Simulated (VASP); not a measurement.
# NaF in VASP: a series of runs, part 3 of 3

VASP 6.6.1. The steps go on from the part before.

## (5) Single point, PBE (strain +0.050 along x and y, +0.050 along z)

File INCAR:

```
SYSTEM = NaF
ALGO = Normal
EDIFF = 1E-6
ENCUT = 520
GGA = PE
ISIF = 2
ISMEAR = 0
LASPH = .True.
LCHARG = .True.
LELF = .True.
LREAL = .False.
LVHAR = .True.
LWAVE = .False.
NBANDS = 14
NELM = 100
PREC = Accurate
SIGMA = 0.05
```

File KPOINTS:

```
k-points
0
Gamma
  8 8 8
  0 0 0
```

File POSCAR:

```
NaF
1.0
    0.0000000000      2.4394650000      2.4394650000
    2.4394650000      0.0000000000      2.4394650000
    2.4394650000      2.4394650000      0.0000000000
Na F
1 1
Direct
    0.0000000000      0.0000000000      0.0000000000
    0.5000000000      0.5000000000      0.5000000000
```

Potentials or basis: VASP PAW PBE potentials, release 64 (Na_pv, F).

Launch:

```bash
> cat potpaw_PBE.64/Na_pv/POTCAR potpaw_PBE.64/F/POTCAR > POTCAR
> mpirun -np 1 vasp_std > vasp.out
```

OUTCAR:

```text
SYSTEM = NaF
   EDIFF = 1E-6
   ENCUT = 520
   GGA = PE
   ISIF = 2
   ISMEAR = 0
   LASPH = .True.
   LREAL = .False.
   NELM = 100
   PREC = Accurate

 ion  position               nearest neighbor table
   1  0.000  0.000  0.000-
   2  0.500  0.500  0.500-

  LATTYP: Found a face centered cubic cell.
 ALAT       =     4.8789300000

  Lattice vectors:

 A1 = (   0.0000000000,   2.4394650000,   2.4394650000)
 A2 = (   2.4394650000,   0.0000000000,   2.4394650000)
 A3 = (   2.4394650000,   2.4394650000,   0.0000000000)
[... 583 lines left out ...]
      8       8.1217      0.00000
      9       8.8306      0.00000
     10      12.8859      0.00000
     11      14.5726      0.00000
     12      17.7759      0.00000
     13      18.7060      0.00000
     14      22.9390      0.00000

 [... further k-points ...]
[... 5 lines left out ...]
  --------------------------------------------------------------------------------------
  -------------------------------------------------------------------------------------
  Total       -0.7312658     -0.7312658     -0.7312658      0.0000000      0.0000000      0.0000000
  in kB      -40.3526512    -40.3526512    -40.3526512      0.0000000      0.0000000      0.0000000
  external PRESSURE =     -40.3526512 kB  Pullay stress =       0.0000000 kB

 VOLUME and BASIS-vectors are now :
 -----------------------------------------------------------------------------
  energy-cutoff  :      520.00
  volume of cell :       29.03
      direct lattice vectors                 reciprocal lattice vectors
     0.000000000  2.439465000  2.439465000    -0.204962973  0.204962973  0.204962973
     2.439465000  0.000000000  2.439465000     0.204962973 -0.204962973  0.204962973
     2.439465000  2.439465000  0.000000000     0.204962973  0.204962973 -0.204962973

 POSITION                                       TOTAL-FORCE (eV/Angst)
 -----------------------------------------------------------------------------------
      0.00000      0.00000      0.00000        -0.000000     -0.000000     -0.000000
      2.43947      2.43947      2.43947         0.000000      0.000000      0.000000
 -----------------------------------------------------------------------------------
    total drift:                                0.000000      0.000000      0.000000

  FREE ENERGIE OF THE ION-ELECTRON SYSTEM (eV)
  ---------------------------------------------------
  free  energy   TOTEN  =        -8.5301728670 eV

  energy  without entropy=       -8.5301728670  energy(sigma->0) =       -8.53017287
```

It took 11 s on 1 thread of Intel Xeon Platinum 8259CL at 2.50GHz (Skylake/Cascade Lake), shared host; peak memory 0.14 GiB.

What came out:

* Free energy: -8.5302 eV
* Pressure: -4.0 GPa
* Band gap on the k mesh: 5.54 eV, direct

Caveat: the cell differs from its parent crystal (strain +0.050 along x and y, +0.050 along z).

## (6) Single point, PBE (strain -0.050 along x and y, -0.025 along z)

File INCAR:

```
PREC = Accurate
ENCUT = 520
EDIFF = 1E-6
ISMEAR = 0
SIGMA = 0.05
LREAL = F
LASPH = T
NELM = 80
ALGO = Normal
ISIF = 2
LWAVE = F
LCHARG = T
GGA = PE
LELF = T
LVHAR = T
NBANDS = 14
```

File KPOINTS:

```
Automatic mesh
0
Gamma
  8 8 8
```

File POSCAR:

```
NaF
1.0
    0.0000000000      2.2071350000      2.2652175000
    2.2071350000      0.0000000000      2.2652175000
    2.2071350000      2.2071350000      0.0000000000
Na F
1 1
Direct
    0.0000000000      0.0000000000      0.0000000000
    0.5000000000      0.5000000000      0.5000000000
```

Potentials or basis: VASP PAW PBE potentials, release 64 (Na_pv, F).

Launch:

```bash
> cat potpaw_PBE.64/Na_pv/POTCAR potpaw_PBE.64/F/POTCAR > POTCAR
> mpirun -np 1 vasp_std > vasp.out
```

OUTCAR:

```text
PREC = Accurate
   ENCUT = 520
   EDIFF = 1E-6
   ISMEAR = 0
   LREAL = F
   LASPH = T
   NELM = 80
   ISIF = 2
   GGA = PE

 ion  position               nearest neighbor table
   1  0.000  0.000  0.000-   2 2.21   2 2.21   2 2.21   2 2.21   2 2.27   2 2.27
   2  0.500  0.500  0.500-   1 2.21   1 2.21   1 2.21   1 2.21   1 2.27   1 2.27

  LATTYP: Found a body centered tetragonal cell.
 ALAT       =     3.1213602510
 C/A-ratio  =     1.4514297088

  Lattice vectors:

[... 594 lines left out ...]

------------------------ aborting loop because EDIFF is reached ----------------------------------------

  FORCE on cell =-STRESS in cart. coord.  units (eV):
  Direction    XX          YY          ZZ          XY          YZ          ZX
  --------------------------------------------------------------------------------------
  -------------------------------------------------------------------------------------
  Total        1.6616333      1.6616333      1.1081719      0.0000000      0.0000000      0.0000000
  in kB      120.6279839    120.6279839     80.4488830      0.0000000      0.0000000      0.0000000
  external PRESSURE =     107.2349503 kB  Pullay stress =       0.0000000 kB

 VOLUME and BASIS-vectors are now :
 -----------------------------------------------------------------------------
  energy-cutoff  :      520.00
  volume of cell :       22.07
      direct lattice vectors                 reciprocal lattice vectors
     0.000000000  2.207135000  2.265217500    -0.226538023  0.226538023  0.220729356
     2.207135000  0.000000000  2.265217500     0.226538023 -0.226538023  0.220729356
     2.207135000  2.207135000  0.000000000     0.226538023  0.226538023 -0.220729356

 POSITION                                       TOTAL-FORCE (eV/Angst)
 -----------------------------------------------------------------------------------
      0.00000      0.00000      0.00000        -0.000000      0.000000      0.000000
      2.20714      2.20714      2.26522         0.000000      0.000000      0.000000
 -----------------------------------------------------------------------------------
    total drift:                                0.000000     -0.000000      0.000000

  FREE ENERGIE OF THE ION-ELECTRON SYSTEM (eV)
  ---------------------------------------------------
  free  energy   TOTEN  =        -8.4489466093 eV

  energy  without entropy=       -8.4489466093  energy(sigma->0) =       -8.44894661
```

OSZICAR:

```text
N       E                     dE             d eps       ncg     rms          rms(c)
DAV:   1     0.106715912502E+03    0.10672E+03   -0.78364E+03  1700   0.129E+03
DAV:   2    -0.423895410978E+01   -0.11095E+03   -0.10348E+03  1856   0.350E+02
DAV:   3    -0.930413115255E+01   -0.50652E+01   -0.50568E+01  2048   0.667E+01
DAV:   4    -0.934129770737E+01   -0.37167E-01   -0.37165E-01  1904   0.614E+00
DAV:   5    -0.934164838275E+01   -0.35068E-03   -0.35067E-03  2024   0.595E-01    0.547E+00
DAV:   6    -0.845514690553E+01    0.88650E+00   -0.28736E+00  2086   0.158E+01    0.172E+00
DAV:   7    -0.844736623527E+01    0.77807E-02   -0.34606E-02  1712   0.216E+00    0.105E+00
DAV:   8    -0.844855976716E+01   -0.11935E-02   -0.24533E-02  1748   0.283E+00    0.142E-01
DAV:   9    -0.844895386674E+01   -0.39410E-03   -0.33979E-03  2456   0.599E-01    0.871E-02
DAV:  10    -0.844894380784E+01    0.10059E-04   -0.52210E-04  1778   0.292E-01    0.134E-02
DAV:  11    -0.844894677246E+01   -0.29646E-05   -0.17989E-05  1898   0.428E-02    0.241E-03
DAV:  12    -0.844894660927E+01    0.16320E-06   -0.11009E-06  1796   0.109E-02
   1 F= -.84489466E+01 E0= -.84489466E+01  d E =-.749285E-14
```

Run time: 9 s. Hardware: 1 thread of Intel Xeon Platinum 8259CL at 2.50GHz (Skylake/Cascade Lake), shared host; peak memory 0.14 GiB.

What came out:

- Free energy: -8.4489 eV
- Pressure: 10.7 GPa
- Band gap on the k mesh: 6.99 eV, direct

Levels at points of the mesh, in eV from the valence-band top:
```csv
k point,band 5,band 6,band 7,band 8,band 9,band 10
"(0.00, 0.00, 0.00)",-0.01,0.00,0.00,6.99,19.70,19.91
"(0.50, 0.00, 0.00)",-1.87,-0.34,-0.31,11.55,13.52,21.19
"(0.50, 0.50, 0.00)",-1.51,-0.43,-0.43,13.88,13.94,14.80
"(0.50, 0.00, 0.50)",-1.44,-0.50,-0.47,13.61,14.31,14.87
```

Caveat: the cell differs from its parent crystal (strain -0.050 along x and y, -0.025 along z).

## (7) Overview

| cell | gap on the mesh (eV) | pressure (GPa) |
| --- | --- | --- |
| a = 3.121 Å, angles 60.0°, 2 atoms | 7.16 | 13.1 |
| a = 3.204 Å, angles 60.0°, 2 atoms | 6.68 | 6.4 |
| a = 3.368 Å, angles 60.0°, 2 atoms | 5.88 | -1.8 |
| a = 3.450 Å, angles 60.0°, 2 atoms | 5.54 | -4.0 |
| a = 3.163, b = 3.163, c = 3.121 Å, angles 60.4, 60.4, 59.1°, 2 atoms | 6.99 | 10.7 |

Alike in all rows: task single point; level PBE; potentials or basis VASP PAW PBE potentials, release 64 (Na_pv, F); no spin polarisation; k mesh 8 × 8 × 8; cutoff (eV) 520; smearing gaussian 0.05 eV.

Total energies depend on the potentials used, so only differences within one code and one set of settings carry meaning.
